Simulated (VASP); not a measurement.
# Co (P6_3/mmc) in VASP: notebook, part 2 of 2

VASP 6.6.1. The steps go on from the part before.

**5. Single point, PBE**

This run uses another cell than the first one, of 7.03 Å³/atom.

INCAR

```
ALGO = Normal
EDIFF = 1E-6
ENCUT = 520
GGA = PE
ISIF = 2
ISMEAR = -1
LASPH = True
LCHARG = False
LREAL = False
LWAVE = False
NBANDS = 16
NELM = 100
PREC = Accurate
SIGMA = 0.05
```

KPOINTS

```
k-points
0
Gamma
  17 17 10
```

POSCAR

```
Co
1.0
    2.1558269873      0.0000000000      0.0000000000
   -1.0779134936      1.8670009371      0.0000000000
    0.0000000000      0.0000000000      3.4913186301
Co
2
Direct
    0.3333333333      0.6666666667      0.2500000000
    0.6666666667      0.3333333333      0.7500000000
```

Potentials or basis: VASP PAW PBE potentials, release 64 (Co).

Launch:

```bash
cat potpaw_PBE.64/Co/POTCAR > POTCAR
mpirun -np 1 vasp_std > vasp.out
```

OUTCAR:

```text
EDIFF = 1E-6
   ENCUT = 520
   GGA = PE
   ISIF = 2
   ISMEAR = -1
   LASPH = True
   LREAL = False
   NELM = 100
   PREC = Accurate

 ion  position               nearest neighbor table
   1  0.333  0.667  0.250-   2 2.14   2 2.14   2 2.14   2 2.14   2 2.14   2 2.14   2 3.04   2 3.04
                             2 3.04   2 3.04   2 3.04   2 3.04
   2  0.667  0.333  0.750-   1 2.14   1 2.14   1 2.14   1 2.14   1 2.14   1 2.14   1 3.04   1 3.04
                             1 3.04   1 3.04   1 3.04   1 3.04

  LATTYP: Found a hexagonal cell.
 ALAT       =     2.1558269873
 C/A-ratio  =     1.6194799725

  Lattice vectors:

 A1 = (   2.1558269873,   0.0000000000,   0.0000000000)
 A2 = (  -1.0779134936,   1.8670009371,   0.0000000000)
 A3 = (   0.0000000000,   0.0000000000,   3.4913186301)

Analysis of symmetry for initial positions (statically):
=====================================================================
 Subroutine PRICEL returns:
 Original cell was already a primitive cell.

 Routine SETGRP: Setting up the symmetry group for a
 hexagonal supercell.

 Subroutine GETGRP returns: Found 24 space group operations
 (whereof 12 operations were pure point group operations)
 out of a pool of 24 trial point group operations.

The static configuration has the point symmetry D_3d.
 The point group associated with its full space group is D_6h.

Analysis of symmetry for dynamics (positions and initial velocities):
=====================================================================
 Subroutine PRICEL returns:
 Original cell was already a primitive cell.

 Routine SETGRP: Setting up the symmetry group for a
 hexagonal supercell.

 Subroutine GETGRP returns: Found 24 space group operations
 (whereof 12 operations were pure point group operations)
 out of a pool of 24 trial point group operations.

The dynamic configuration has the point symmetry D_3d.
 The point group associated with its full space group is D_6h.

[... 108 lines left out ...]
   PSTRESS=    0.0 pullay stress
   NELECT =      18.0000    total number of electrons
   NUPDOWN=      -1.0000    fix difference up-down
   EMIN   =  10.00;   EMAX   =-10.00  energy-range for DOS
   EFERMI =   0.00;   METHOD = LEGACY
   ISMEAR =    -1;   SIGMA  =   0.05  broadening in eV -4-tet -1-fermi 0-gaus
   EFERMI_NEDOS =   21; number of points for ismear=-14 and -15
   IALGO  =     38    algorithm
   IMIX   =      4    mixing-type and parameters
     AMIX     =   0.40;   BMIX     =  1.00
     AMIX_MAG =   1.60;   BMIX_MAG =  1.00
  volume/ion in A,a.u.               =       7.03        47.41
  Fermi-wavevector in a.u.,A,eV,Ry     =   1.777937  3.359814 43.008830  3.161060
  Thomas-Fermi vector in A             =   2.843231
   LORBIT       =      0    0 simple, 1 ext, 2 COOP (PROOUT), +10 PAW based schemes
   GGA     = PE    functional components
   LHFCALC =     F    Hartree Fock is set to
   AEXX    =    0.0000 exact exchange contribution
   IVDW    =     0    specifies the selected vdW correction
   LEPSILON=     F    determine dielectric tensor
   LRPA    =     F    only Hartree local field effects (RPA)
 non-spin polarized calculation
  energy-cutoff  :      520.00
  volume of cell :       14.05
 maximum number of plane-waves:       386
   NGX =  9   NGY =  9   NGZ = 13

 number of electron      17.9999999 magnetization

 Free energy of the ion-electron system (eV)
  ---------------------------------------------------
  ext. energy  EPLUGINS =         0.00000000
  ---------------------------------------------------
  free energy    TOTEN  =       -10.29102825 eV

  energy without entropy =      -10.26550446  energy(sigma->0) =      -10.27826635

 E-fermi :  18.4444     XC(G=0): -16.1929

 val. band max:       18.4403350609   @ k =   0.4706   0.0588   0.2000
 cond. band min:      18.4448131140   @ k =   0.0588  -0.0000   0.4000
 fundamental gap:      0.0044780531
 Fermi energy:        18.4444240038

 k-point     1 :       0.0000    0.0000    0.0000
  band No.  band energies     occupation
      1       6.4620      2.00000
      2      10.5169      2.00000
      3      14.9754      2.00000
      4      15.0299      2.00000
      5      15.0299      2.00000
      6      15.6977      2.00000
[... 433 lines left out ...]
      3      12.5326      2.00000
      4      12.8163      2.00000
      5      14.7070      2.00000
      6      15.1716      2.00000
[... 8 lines left out ...]
     15      36.8648      0.00000
     16      42.3334      0.00000

 [... further k-points ...]
[... 5 lines left out ...]
  --------------------------------------------------------------------------------------
  -------------------------------------------------------------------------------------
  Total       20.7610879     20.7610879     20.7416643      0.0000000      0.0000000      0.0000000
  in kB     2367.0790605   2367.0790604   2364.8644749      0.0000001      0.0000000      0.0000000
  external PRESSURE =    2366.3408653 kB  Pullay stress =       0.0000000 kB

 VOLUME and BASIS-vectors are now :
 -----------------------------------------------------------------------------
  energy-cutoff  :      520.00
  volume of cell :       14.05
      direct lattice vectors                 reciprocal lattice vectors
     2.155826987  0.000000000  0.000000000     0.463859116  0.267809185  0.000000000
    -1.077913494  1.867000937  0.000000000     0.000000000  0.535618371  0.000000000
     0.000000000  0.000000000  3.491318630     0.000000000  0.000000000  0.286424731

 POSITION                                       TOTAL-FORCE (eV/Angst)
 -----------------------------------------------------------------------------------
     -0.00000      1.24467      0.87283        -0.000000      0.000000      0.000000
      1.07791      0.62233      2.61849         0.000000     -0.000000      0.000000
 -----------------------------------------------------------------------------------
    total drift:                               -0.000000      0.000000     -0.000000

  FREE ENERGIE OF THE ION-ELECTRON SYSTEM (eV)
  ---------------------------------------------------
  free  energy   TOTEN  =       -10.2910282453 eV

  energy  without entropy=      -10.2655044563  energy(sigma->0) =      -10.27826635
```

stdout:

```text
POSCAR found type information on POSCAR Co
 POSCAR found :  1 types and       2 ions
 scaLAPACK will be used
 LDA part: xc-table for (Slater+PW92), standard interpolation
 POSCAR, INCAR and KPOINTS ok, starting setup
 FFT: planning ... GRIDC
 FFT: planning ... GRID_SOFT
 FFT: planning ... GRID
 WAVECAR not read
 entering main loop
```

Wall time 26 s (1 thread of Intel Xeon Platinum 8488C (Sapphire Rapids), shared host); peak memory 0.15 GiB.

What came out:

```
Free energy            : -10.2910 eV
Pressure               : 236.6 GPa
Band gap on the k mesh : zero (bands 9 and 10 overlap by 2.66 eV)
```

Levels at points of the mesh, in eV from the Fermi level:
| k point | band 5 | band 6 | band 7 | band 8 | band 9 | band 10 | band 11 | band 12 | band 13 | band 14 |
| --- | --- | --- | --- | --- | --- | --- | --- | --- | --- | --- |
| (0.00, 0.00, 0.00) | -3.41 | -2.75 | -2.75 | -2.03 | -2.03 | -0.42 | 0.14 | 0.14 | 11.29 | 25.02 |
| (0.00, 0.00, 0.50) | -3.53 | -3.53 | -3.53 | -3.53 | -0.44 | -0.44 | -0.44 | -0.44 | 20.45 | 20.45 |

Caveat: the cell stands under pressure; the run has no spin polarisation, though such a crystal can be magnetic.

**6. Single point, PBE (7.03 Å³/atom)**

This run uses another cell than the first one, of 7.03 Å³/atom.

INCAR

```
SYSTEM = Co
  ALGO = Normal
  EDIFF = 1E-7
  ENCUT = 520
  GGA = PE
  ISIF = 2
  ISMEAR = -1
  LASPH = .TRUE.
  LCHARG = .TRUE.
  LELF = .TRUE.
  LREAL = .FALSE.
  LVHAR = .TRUE.
  LWAVE = .FALSE.
  NBANDS = 16
  NELM = 80
  PREC = Accurate
  SIGMA = 0.05
```

KPOINTS

```
k-points
0
G
  17 17 10
  0 0 0
```

POSCAR

```
Co
1.0
    2.1558269873      0.0000000000      0.0000000000
   -1.0779134936      1.8670009372      0.0000000000
    0.0000000000      0.0000000000      3.4913186300
Co
2
Direct
    0.3333333333      0.6666666667      0.2500000000
    0.6666666667      0.3333333333      0.7500000000
```

Potentials or basis: VASP PAW PBE potentials, release 64 (Co).

Launch:

```bash
cat potpaw_PBE.64/Co/POTCAR > POTCAR
mpirun -np 1 vasp_std > vasp.out
```

Wall time 36 s (1 thread of Intel Xeon Platinum 8488C (Sapphire Rapids), shared host); peak memory 0.15 GiB.

Results (log left out):

* Free energy: -10.2910 eV
* Pressure: 236.7 GPa
* Band gap on the k mesh: zero (bands 9 and 10 overlap by 2.66 eV)

Stress tensor (GPa, compression positive):
```
236.81   0.00   0.00
  0.00 236.81   0.00
  0.00   0.00 236.58
```

Levels at points of the mesh, in eV from the Fermi level:
| k point | band 5 | band 6 | band 7 | band 8 | band 9 | band 10 | band 11 | band 12 | band 13 | band 14 |
| --- | --- | --- | --- | --- | --- | --- | --- | --- | --- | --- |
| (0.00, 0.00, 0.00) | -3.41 | -2.75 | -2.75 | -2.03 | -2.03 | -0.42 | 0.14 | 0.14 | 11.29 | 25.02 |
| (0.00, 0.00, 0.50) | -3.53 | -3.53 | -3.53 | -3.53 | -0.44 | -0.44 | -0.44 | -0.44 | 20.45 | 20.45 |

Caveat: the cell stands under pressure; the run has no spin polarisation, though such a crystal can be magnetic. Spin polarisation is off, so any magnetic state and its effect on volume and gap are missing.
